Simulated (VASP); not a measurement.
Pt, 1 atom in the cell. Symmetry: Fm-3m, No. 225, cubic system. The conventional cell has a = 3.972 Å, b = 3.972 Å, c = 3.972 Å, α = 90.00°, β = 90.00°, γ = 90.00°. Within 3.7 Å of Pt (site symmetry m-3m) lie 12 Pt at 2.81 Å. 

- Program: VASP 6.6.1
- Task: single point
- Functional: PBE
- Potentials or basis: VASP PAW PBE potentials, release 64 (Pt)
- Cutoff: 520 eV
- k mesh: 14 × 14 × 14
- Occupations: fermi-dirac, width 0.03 eV
- Spin: no spin polarisation
- Dipole correction: no
- Further INCAR settings: ALGO = Normal; EDIFF = 1e-06; NBANDS = 11

Potentials or basis: VASP PAW PBE potentials, release 64 (Pt).

Run with:

```console
$ cat potpaw_PBE.64/Pt/POTCAR > POTCAR
$ mpirun -np 1 vasp_std > vasp.out
```

Hardware: 1 thread of Intel Xeon 6975P-C, on a shared host.

Question: Estimate the wall time of this run.

Answer: It took 31 s on 1 thread of Intel Xeon 6975P-C, on a shared host, peak memory 0.15 GiB. Counts: scf iterations 11, k points 104.
